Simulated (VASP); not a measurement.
# LiH in VASP: settings compared, part 2 of 2

VASP 6.6.1.

### Step 4. Single point, LDA

This run uses another cell than the first one, of 9.34 Å³/atom, 1.075 times its volume.

Input file INCAR:

```
SYSTEM = LiH
ALGO = Normal
EDIFF = 1E-7
ENCUT = 520
ISIF = 2
ISMEAR = 0
LASPH = .TRUE.
LCHARG = .FALSE.
LREAL = .FALSE.
LWAVE = .FALSE.
NBANDS = 12
NELM = 60
PREC = Accurate
SIGMA = 0.01
```

Input file KPOINTS:

```
k-points
0
G
  12 12 6
  0 0 0
```

Input file POSCAR:

```
LiH
1.0
    3.2558279323      0.0000000000      0.0000000000
   -1.6279139661      2.8196296997      0.0000000000
    0.0000000000      0.0000000000      4.0684430705
Li H
2 2
Direct
    0.3333333333      0.6666666667     -0.0625093483
    0.6666666667      0.3333333333      0.4374906517
    0.3333333333      0.6666666667      0.4375093483
    0.6666666667      0.3333333333      0.9375093483
```

Potentials or basis: VASP PAW LDA potentials, release 64 (Li_sv, H).

Run with:

```bash
$ cat potpaw_LDA.64/Li_sv/POTCAR potpaw_LDA.64/H/POTCAR > POTCAR
$ mpirun -np 1 vasp_std > vasp.out
```

OUTCAR:

```text
SYSTEM = LiH
   EDIFF = 1E-7
   ENCUT = 520
   ISIF = 2
   ISMEAR = 0
   LASPH = .TRUE.
   LREAL = .FALSE.
   NELM = 60
   PREC = Accurate

 ion  position               nearest neighbor table
   1  0.333  0.667  0.937-
   2  0.667  0.333  0.437-
   3  0.333  0.667  0.438-
   4  0.667  0.333  0.938-

  LATTYP: Found a hexagonal cell.
 ALAT       =     3.2558279323
 C/A-ratio  =     1.2495878637

  Lattice vectors:

 A1 = (   3.2558279323,   0.0000000000,   0.0000000000)
 A2 = (  -1.6279139661,   2.8196296997,   0.0000000000)
 A3 = (   0.0000000000,   0.0000000000,   4.0684430705)

Analysis of symmetry for initial positions (statically):
=====================================================================
 Subroutine PRICEL returns:
 Original cell was already a primitive cell.

 Routine SETGRP: Setting up the symmetry group for a
 hexagonal supercell.

 Subroutine GETGRP returns: Found 12 space group operations
 (whereof  6 operations were pure point group operations)
 out of a pool of 24 trial point group operations.

The static configuration has the point symmetry C_3v.
[... 175 lines left out ...]
  band No.  band energies     occupation
      1     -43.8907      2.00000
      2     -43.8261      2.00000
      3      -5.4433      2.00000
      4      -0.0726      2.00000
      5       2.6023      0.00000
      6      10.1706      0.00000
      7      10.1706      0.00000
      8      11.1818      0.00000
      9      12.8591      0.00000
     10      12.8591      0.00000
     11      14.7101      0.00000
     12      17.1887      0.00000
[... 331 lines left out ...]
 k-point    24 :       0.3333    0.0000    0.1667
  band No.  band energies     occupation
      1     -43.8684      2.00000
      2     -43.8361      2.00000
      3      -4.0345      2.00000
      4      -1.4453      2.00000
      5       4.1904      0.00000
      6       6.0083      0.00000
      7       7.5419      0.00000
      8       8.6826      0.00000
      9      12.1749      0.00000
     10      13.0495      0.00000
     11      13.6777      0.00000
     12      15.0172      0.00000

 [... further k-points ...]
[... 5 lines left out ...]
  --------------------------------------------------------------------------------------
  -------------------------------------------------------------------------------------
  Total       -0.5354702     -0.5354702     -0.5685789     -0.0000000      0.0000000      0.0000000
  in kB      -22.9701675    -22.9701675    -24.3904374     -0.0000000      0.0000000      0.0000000
  external PRESSURE =     -23.4435908 kB  Pullay stress =       0.0000000 kB

 VOLUME and BASIS-vectors are now :
 -----------------------------------------------------------------------------
  energy-cutoff  :      520.00
  volume of cell :       37.35
      direct lattice vectors                 reciprocal lattice vectors
     3.255827932  0.000000000  0.000000000     0.307141538  0.177328250  0.000000000
    -1.627913966  2.819629700  0.000000000     0.000000000  0.354656500  0.000000000
     0.000000000  0.000000000  4.068443070     0.000000000  0.000000000  0.245794271

 POSITION                                       TOTAL-FORCE (eV/Angst)
 -----------------------------------------------------------------------------------
     -0.00000      1.87975      3.81413         0.000000     -0.000000     -0.000121
      1.62791      0.93988      1.77991        -0.000000      0.000000     -0.000121
     -0.00000      1.87975      1.77998        -0.000000      0.000000      0.000121
      1.62791      0.93988      3.81420        -0.000000      0.000000      0.000121
 -----------------------------------------------------------------------------------
    total drift:                                0.000000      0.000000     -0.000282

  FREE ENERGIE OF THE ION-ELECTRON SYSTEM (eV)
  ---------------------------------------------------
  free  energy   TOTEN  =       -12.8150366934 eV

  energy  without entropy=      -12.8150366934  energy(sigma->0) =      -12.81503669
```

It took 12 s on 1 thread of AMD EPYC 9R45 (Zen 5), shared host; peak memory 0.11 GiB.

What came out:

- Free energy: -12.8150 eV
- Band gap on the k mesh: 1.45 eV, indirect (least direct gap 2.67 eV)

Levels at points of the mesh, in eV from the valence-band top:
```
           k point  band 2  band 3  band 4  band 5  band 6  band 7
(0.00, 0.00, 0.00)  -43.75   -5.37    0.00    2.67   10.24   10.24
(0.50, 0.00, 0.00)  -43.77   -2.90   -2.21    4.28    6.36    6.88
(0.00, 0.00, 0.50)  -43.79   -3.87   -3.87    9.43    9.43   12.23
(0.50, 0.00, 0.50)  -43.78   -2.55   -2.55    3.96    3.96    9.06
```

Caveat: the cutoff is under 1.25 times the usual one of these potentials, so pressure, stress and relaxed cells hold a basis-set (Pulay) error.

### Step 5. Single point, PBEsol

This run uses another cell than the first one, of 9.16 Å³/atom, 1.055 times its volume.

Input file INCAR:

```
PREC = Accurate
ENCUT = 520
EDIFF = 1E-6
ISMEAR = -1
SIGMA = 0.02
LREAL = False
LASPH = True
NELM = 80
ALGO = Normal
ISIF = 2
LWAVE = False
LCHARG = False
GGA = PS
NBANDS = 12
```

Input file KPOINTS:

```
regular mesh
0
Gamma
  12 12 6
```

Input file POSCAR:

```
LiH
1.0
    3.2346278338      0.0000000000      0.0000000000
   -1.6173139169      2.8012698758      0.0000000000
    0.0000000000      0.0000000000      4.0428258565
Li H
2 2
Direct
    0.3333333333      0.6666666667     -0.0625031287
    0.6666666667      0.3333333333      0.4374968713
    0.3333333333      0.6666666667      0.4375031287
    0.6666666667      0.3333333333      0.9375031287
```

Potentials or basis: VASP PAW PBE potentials, release 64 (Li_sv, H).

Run with:

```bash
$ cat potpaw_PBE.64/Li_sv/POTCAR potpaw_PBE.64/H/POTCAR > POTCAR
$ mpirun -np 1 vasp_std > vasp.out
```

OUTCAR:

```text
PREC = Accurate
   ENCUT = 520
   EDIFF = 1E-6
   ISMEAR = -1
   LREAL = False
   LASPH = True
   NELM = 80
   ISIF = 2
   GGA = PS

 ion  position               nearest neighbor table
   1  0.333  0.667  0.937-
   2  0.667  0.333  0.437-
   3  0.333  0.667  0.438-
   4  0.667  0.333  0.938-

  LATTYP: Found a hexagonal cell.
 ALAT       =     3.2346278338
 C/A-ratio  =     1.2498581179

  Lattice vectors:

 A1 = (   3.2346278338,   0.0000000000,   0.0000000000)
 A2 = (  -1.6173139169,   2.8012698758,   0.0000000000)
 A3 = (   0.0000000000,   0.0000000000,   4.0428258565)

Analysis of symmetry for initial positions (statically):
=====================================================================
 Subroutine PRICEL returns:
 Original cell was already a primitive cell.

 Routine SETGRP: Setting up the symmetry group for a
 hexagonal supercell.

 Subroutine GETGRP returns: Found 12 space group operations
 (whereof  6 operations were pure point group operations)
 out of a pool of 24 trial point group operations.

The static configuration has the point symmetry C_3v.
 The point group associated with its full space group is C_6v.

Analysis of symmetry for dynamics (positions and initial velocities):
=====================================================================
 Subroutine PRICEL returns:
 Original cell was already a primitive cell.

 Routine SETGRP: Setting up the symmetry group for a
 hexagonal supercell.

 Subroutine GETGRP returns: Found 12 space group operations
 (whereof  6 operations were pure point group operations)
 out of a pool of 24 trial point group operations.

The dynamic configuration has the point symmetry C_3v.
 The point group associated with its full space group is C_6v.

 Subroutine INISYM returns: Found 12 space group operations
 (whereof  6 operations are pure point group operations),
 and found     1 'primitive' translations
[... 121 lines left out ...]
  Fermi-wavevector in a.u.,A,eV,Ry     =   0.985863  1.863012 13.223864  0.971927
  Thomas-Fermi vector in A             =   2.117202
   LORBIT       =      0    0 simple, 1 ext, 2 COOP (PROOUT), +10 PAW based schemes
   GGA     = PS    functional components
   LHFCALC =     F    Hartree Fock is set to
   AEXX    =    0.0000 exact exchange contribution
   IVDW    =     0    specifies the selected vdW correction
   LEPSILON=     F    determine dielectric tensor
   LRPA    =     F    only Hartree local field effects (RPA)
 non-spin polarized calculation
  energy-cutoff  :      520.00
  volume of cell :       36.63
 maximum number of plane-waves:      1002
   NGX = 13   NGY = 13   NGZ = 15

 number of electron       8.0000012 magnetization

 Free energy of the ion-electron system (eV)
  ---------------------------------------------------
  ext. energy  EPLUGINS =         0.00000000
  ---------------------------------------------------
  free energy    TOTEN  =       -12.09427515 eV

  energy without entropy =      -12.09427515  energy(sigma->0) =      -12.09427515

 E-fermi :   0.4605     XC(G=0):  -8.0702

 val. band max:       -0.0165161528   @ k =   0.0000   0.0000   0.0000
 cond. band min:       1.5014240290   @ k =   0.3333   0.3333   0.0000
 fundamental gap:      1.5179401818
 Fermi energy:         0.4605420084

 k-point     1 :       0.0000    0.0000    0.0000
  band No.  band energies     occupation
      1     -44.0576      2.00000
      2     -43.9921      2.00000
      3      -5.4366      2.00000
      4      -0.0165      2.00000
      5       2.7974      0.00000
      6      10.5747      0.00000
      7      10.5747      0.00000
      8      11.3201      0.00000
      9      13.2413      0.00000
     10      13.2413      0.00000
     11      15.0857      0.00000
     12      17.7671      0.00000
[... 331 lines left out ...]
 k-point    24 :       0.3333    0.0000    0.1667
  band No.  band energies     occupation
      1     -44.0348      2.00000
      2     -44.0022      2.00000
      3      -3.9988      2.00000
      4      -1.3745      2.00000
      5       4.3703      0.00000
      6       6.1793      0.00000
      7       7.8669      0.00000
      8       8.9722      0.00000
      9      12.5180      0.00000
     10      13.4974      0.00000
     11      14.0386      0.00000
     12      15.4955      0.00000

 [... further k-points ...]
[... 5 lines left out ...]
  --------------------------------------------------------------------------------------
  -------------------------------------------------------------------------------------
  Total       -0.0303676     -0.0303676     -0.0336036      0.0000000     -0.0000000     -0.0000000
  in kB       -1.3281802     -1.3281802     -1.4697136      0.0000000     -0.0000000     -0.0000000
  external PRESSURE =      -1.3753580 kB  Pullay stress =       0.0000000 kB

 VOLUME and BASIS-vectors are now :
 -----------------------------------------------------------------------------
  energy-cutoff  :      520.00
  volume of cell :       36.63
      direct lattice vectors                 reciprocal lattice vectors
     3.234627834  0.000000000  0.000000000     0.309154577  0.178490478  0.000000000
    -1.617313917  2.801269876  0.000000000     0.000000000  0.356980957  0.000000000
     0.000000000  0.000000000  4.042825857     0.000000000  0.000000000  0.247351737

 POSITION                                       TOTAL-FORCE (eV/Angst)
 -----------------------------------------------------------------------------------
     -0.00000      1.86751      3.79014        -0.000000      0.000000     -0.000082
      1.61731      0.93376      1.76872         0.000000     -0.000000     -0.000082
     -0.00000      1.86751      1.76875        -0.000000      0.000000      0.000082
      1.61731      0.93376      3.79016        -0.000000     -0.000000      0.000082
 -----------------------------------------------------------------------------------
    total drift:                                0.000000      0.000000      0.000004

  FREE ENERGIE OF THE ION-ELECTRON SYSTEM (eV)
  ---------------------------------------------------
  free  energy   TOTEN  =       -12.0942751489 eV

  energy  without entropy=      -12.0942751489  energy(sigma->0) =      -12.09427515
```

OSZICAR:

```text
N       E                     dE             d eps       ncg     rms          rms(c)
DAV:   1     0.236519259089E+02    0.23652E+02   -0.38716E+03  1824   0.669E+02
DAV:   2    -0.804870580228E+01   -0.31701E+02   -0.30993E+02  2216   0.155E+02
DAV:   3    -0.126881519582E+02   -0.46394E+01   -0.46132E+01  3432   0.391E+01
DAV:   4    -0.127238875360E+02   -0.35736E-01   -0.35730E-01  2204   0.501E+00
DAV:   5    -0.127243022616E+02   -0.41473E-03   -0.41472E-03  2528   0.405E-01    0.426E+00
DAV:   6    -0.122377520401E+02    0.48655E+00   -0.31127E-01  2128   0.197E+00    0.210E+00
DAV:   7    -0.120880082048E+02    0.14974E+00   -0.39523E-01  2164   0.245E+00    0.382E-01
DAV:   8    -0.120946598324E+02   -0.66516E-02   -0.24054E-02  2172   0.950E-01    0.120E-01
DAV:   9    -0.120942779500E+02    0.38188E-03   -0.80408E-04  2364   0.142E-01    0.285E-02
DAV:  10    -0.120942807332E+02   -0.27832E-05   -0.89586E-05  2060   0.629E-02    0.151E-02
DAV:  11    -0.120942761043E+02    0.46289E-05   -0.82775E-06  2372   0.192E-02    0.361E-03
DAV:  12    -0.120942749319E+02    0.11724E-05   -0.79454E-07  1240   0.521E-03    0.106E-03
DAV:  13    -0.120942751489E+02   -0.21699E-06   -0.44446E-08  1092   0.177E-03
   1 F= -.12094275E+02 E0= -.12094275E+02  d E =-.854220E-13
```

Wall time 13 s (1 thread of AMD EPYC 9R45 (Zen 5), shared host); peak memory 0.12 GiB.

What came out:

| Quantity | Value |
| --- | --- |
| Free energy | -12.0943 eV |
| Band gap on the k mesh | 1.52 eV, indirect (least direct gap 2.81 eV) |

Caveat: the cutoff is under 1.25 times the usual one of these potentials, so pressure, stress and relaxed cells hold a basis-set (Pulay) error; the PAW data sets were made with another functional, which shifts forces and pressure a little.

### Step 6. Single point, PBE

This run uses another cell than the first one, of 9.34 Å³/atom, 1.076 times its volume.

Input file INCAR:

```
PREC = Accurate ; ENCUT = 520
EDIFF = 1E-7 ; ISMEAR = -1
SIGMA = 0.02 ; LREAL = F
LASPH = T ; NELM = 80
ALGO = Normal ; ISIF = 2
LWAVE = F ; LCHARG = F
GGA = PE ; NBANDS = 12
```

Input file KPOINTS:

```
Automatic mesh
0
Gamma
  12 12 6
```

Input file POSCAR:

```
LiH
1.0
    3.2555995101      0.0000000000      0.0000000000
   -1.6277997550      2.8194318803      0.0000000000
    0.0000000000      0.0000000000      4.0723651787
Li H
2 2
Direct
    0.3333333333      0.6666666667     -0.0625138254
    0.6666666667      0.3333333333      0.4374861746
    0.3333333333      0.6666666667      0.4375138254
    0.6666666667      0.3333333333      0.9375138254
```

Potentials or basis: VASP PAW PBE potentials, release 64 (Li_sv, H).

Run with:

```bash
$ cat potpaw_PBE.64/Li_sv/POTCAR potpaw_PBE.64/H/POTCAR > POTCAR
$ mpirun -np 1 vasp_std > vasp.out
```

Wall time 13 s (1 thread of AMD EPYC 9R45 (Zen 5), shared host); peak memory 0.12 GiB.

It converged, with:

| Quantity | Value |
| --- | --- |
| Free energy | -12.1625 eV |
| Band gap on the k mesh | 1.84 eV, indirect (least direct gap 3.07 eV) |

Levels at points of the mesh, in eV from the valence-band top:
| k point | band 1 | band 2 | band 3 | band 4 | band 5 | band 6 | band 7 | band 8 | band 9 |
| --- | --- | --- | --- | --- | --- | --- | --- | --- | --- |
| (0.00, 0.00, 0.00) | -44.62 | -44.56 | -5.22 | 0.00 | 3.07 | 10.70 | 10.70 | 11.38 | 13.39 |
| (0.50, 0.00, 0.00) | -44.59 | -44.58 | -2.79 | -2.05 | 4.48 | 6.77 | 7.31 | 8.64 | 9.47 |
| (0.00, 0.00, 0.50) | -44.59 | -44.59 | -3.72 | -3.72 | 9.54 | 9.54 | 12.71 | 12.71 | 12.71 |
| (0.50, 0.00, 0.50) | -44.59 | -44.59 | -2.42 | -2.42 | 4.29 | 4.29 | 9.49 | 9.49 | 11.39 |

Caveat: the cutoff is under 1.25 times the usual one of these potentials, so pressure, stress and relaxed cells hold a basis-set (Pulay) error. A k mesh can miss the band edges.

### Step 7. Summary

```tsv
level	potentials or basis	cell	smearing	gap on the mesh (eV)
LDA	VASP PAW LDA potentials, release 64 (Li_sv, H)	a = 3.179, b = 3.179, c = 3.967 Å, angles 90.0, 90.0, 120.0°, 4 atoms	fermi-dirac 0.02 eV	1.28
PBE	VASP PAW PBE potentials, release 64 (Li_sv, H)	a = 3.256, b = 3.256, c = 4.068 Å, angles 90.0, 90.0, 120.0°, 4 atoms	fermi-dirac 0.02 eV	1.83
LDA	VASP PAW LDA potentials, release 64 (Li_sv, H)	a = 3.256, b = 3.256, c = 4.068 Å, angles 90.0, 90.0, 120.0°, 4 atoms	gaussian 0.01 eV	1.45
PBEsol	VASP PAW PBE potentials, release 64 (Li_sv, H)	a = 3.235, b = 3.235, c = 4.043 Å, angles 90.0, 90.0, 120.0°, 4 atoms	fermi-dirac 0.02 eV	1.52
PBE	VASP PAW PBE potentials, release 64 (Li_sv, H)	a = 3.256, b = 3.256, c = 4.072 Å, angles 90.0, 90.0, 120.0°, 4 atoms	fermi-dirac 0.02 eV	1.84
```

Alike in all rows: task single point; no spin polarisation; k mesh 12 × 12 × 6; cutoff (eV) 520.

Caveats: the cutoff is under 1.25 times the usual one of these potentials, so pressure, stress and relaxed cells hold a basis-set (Pulay) error; the PAW data sets were made with another functional, which shifts forces and pressure a little (some runs).

Total energies depend on the potentials used, so only differences within one code and one set of settings carry meaning.
